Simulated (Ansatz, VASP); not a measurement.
**Two plane-wave programs on BiTe**

```
Bi Te
1.0
     0.00000    3.19947    3.19947
     3.19947    0.00000    3.19947
     3.19947    3.19947    0.00000
Bi Te
1 1
Direct
  0.00000 0.00000 0.00000
  0.50000 0.50000 0.50000
```

Alike in both runs: functional PBEsol; k mesh 9 × 9 × 9; occupations fermi-dirac, width 0.1 eV; no spin polarisation.

Ansatz relaxed the structure, and its values are those at the end. VASP's run is a single point on that final structure, the one shown.

```csv
,VASP,Ansatz
version,VASP 6.6.1,Ansatz 0.2.0
potentials or method,"VASP PAW PBE potentials, release 64 (Bi_d, Te), cutoff 520 eV",PAW plane waves
valence electrons in the cell,21,31
```

|  | VASP | Ansatz | Ansatz less VASP |
| --- | --- | --- | --- |
| gap on the k mesh at the Fermi level (eV) | none | none | - |
| pressure (GPa) | 0.0 | 0.0 | +0.03 |

VASP's potentials were made for PBE, not for PBEsol, and Ansatz warns of the same on its side. A gap of «none» marks a metal or a gap that the smearing closes. With one functional, cell and mesh, what is left measures potentials, basis and numerics. VASP's potentials hold 21 valence electrons a cell and Ansatz's 31, so a difference there can come from the potentials and not from the codes.

Neither program's run includes spin-orbit coupling.
